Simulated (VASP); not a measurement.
Here is a VASP 6.6.1 calculation.

POSCAR

```
CdSe
1.0
    0.0000000000      2.9486394311      2.9486394311
    2.9486394311      0.0000000000      2.9486394311
    2.9486394311      2.9486394311      0.0000000000
Cd Se
1 1
Direct
    0.0000000000      0.0000000000      0.0000000000
    0.5000000000      0.5000000000      0.5000000000
```

File INCAR.step1:

```
ALGO = Normal ; EDIFF = 1E-5
ENCUT = 550 ; GGA = PE
GGA_COMPAT = F ; ISMEAR = 0
LASPH = T ; LCHARG = F
LREAL = F ; LWAVE = T
NBANDS = 16 ; NELM = 120
PREC = Accurate ; SIGMA = 0.01
```

INCAR.step2

```
ALGO = Normal ; EDIFF = 1E-6
ENCUT = 550 ; GGA_COMPAT = F
ISIF = 2 ; ISMEAR = 0
ISTART = 1 ; LASPH = T
LCHARG = F ; LMIXTAU = T
LREAL = F ; LWAVE = F
METAGGA = R2SCAN ; NBANDS = 16
NELM = 120 ; PREC = Accurate
SIGMA = 0.01
```

The input KPOINTS:

```
k-points
0
Gamma
  6 6 6
```

Potentials or basis: VASP PAW PBE potentials, release 64 (Cd, Se).

The run is started by

```bash
$ cat potpaw_PBE.64/Cd/POTCAR potpaw_PBE.64/Se/POTCAR > POTCAR
$ cp INCAR.step1 INCAR
$ mpirun -np 1 vasp_std > vasp.out
$ cp INCAR.step2 INCAR
$ mpirun -np 1 vasp_std > vasp.out
```

Q: Predict the band gap on the k mesh.

A: 0.02 eV (least direct gap 0.87 eV).

Q: Predict the pressure.

A: -5.7 GPa.

Caveat: the cell stands under tension; the PAW data sets were made with another functional, which shifts forces and pressure a little. A k mesh can miss the band edges.
